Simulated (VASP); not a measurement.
Write the native input for VASP 6.6.1 that does the following.

```yaml
Task: single point
Functional: LDA
Potentials_or_basis: VASP PAW LDA potentials, release 64 (Pb_d)
Cutoff: 480 eV
k_mesh: 29 × 29 × 29
Occupations: tetrahedron, width 0.1 eV
Spin: no spin polarisation
Tolerance_level: tight
Purpose: density of states
K_density: 11 × 11 × 11
Further_INCAR_settings: ALGO = Normal; EDIFF = 1e-06; NBANDS = 21
```

Pb:

```
CELL_PARAMETERS angstrom
-1.97966 1.97966 1.97966
1.97966 -1.97966 1.97966
1.97966 1.97966 -1.97966
ATOMIC_POSITIONS crystal
Pb 0.00000 0.00000 0.00000
```

This isn't the form of Pb at room conditions, which is fcc.

These files were run (other wordings do the same):

POSCAR

```
Pb
1.0
   -1.9796595667      1.9796595667      1.9796595667
    1.9796595667     -1.9796595667      1.9796595667
    1.9796595667      1.9796595667     -1.9796595667
Pb
1
Direct
    0.0000000000      0.0000000000      0.0000000000
```

INCAR.step1

```
SYSTEM = Pb
GGA = CA ; ISMEAR = 1
SIGMA = 0.1 ; LWAVE = .FALSE.
LCHARG = .TRUE. ; NBANDS = 21
PREC = Accurate ; LASPH = .TRUE.
LREAL = .FALSE. ; ALGO = Normal
EDIFF = 1E-6 ; NELM = 120
GGA_COMPAT = .FALSE. ; ENCUT = 480
```

KPOINTS.step1

```
k-points
0
Gamma
  11 11 11
```

INCAR.step2

```
SYSTEM = Pb
GGA = CA ; ISMEAR = -5
LWAVE = .FALSE. ; LCHARG = .FALSE.
NBANDS = 21 ; PREC = Accurate
LASPH = .TRUE. ; LREAL = .FALSE.
ALGO = Normal ; EDIFF = 1E-6
NELM = 120 ; GGA_COMPAT = .FALSE.
ENCUT = 480 ; NEDOS = 4001
LORBIT = 11 ; EMIN = -10.2052
EMAX = 14.7948 ; ICHARG = 11
```

KPOINTS.step2

```
Automatic mesh
0
Gamma
  29 29 29
  0 0 0
```

Potentials or basis: VASP PAW LDA potentials, release 64 (Pb_d).

Run with:

```console
$ cat potpaw_LDA.64/Pb_d/POTCAR > POTCAR
$ cp INCAR.step1 INCAR
$ cp KPOINTS.step1 KPOINTS
$ mpirun -np 1 vasp_std > vasp.out
$ cp INCAR.step2 INCAR
$ cp KPOINTS.step2 KPOINTS
$ mpirun -np 1 vasp_std > vasp.out
```

Results of the run:

```
Valence electrons inside the program's atomic spheres : Pb 11.95
Density of states at the Fermi level                  : 0.61 states/eV/atom
```

Caveat: spin-orbit coupling is left out, which moves the levels of the heavy elements.

Wall time 5.1 min on 1 thread of AMD EPYC 7R13 Processor (Zen 3), on a shared host, peak memory 0.47 GiB.
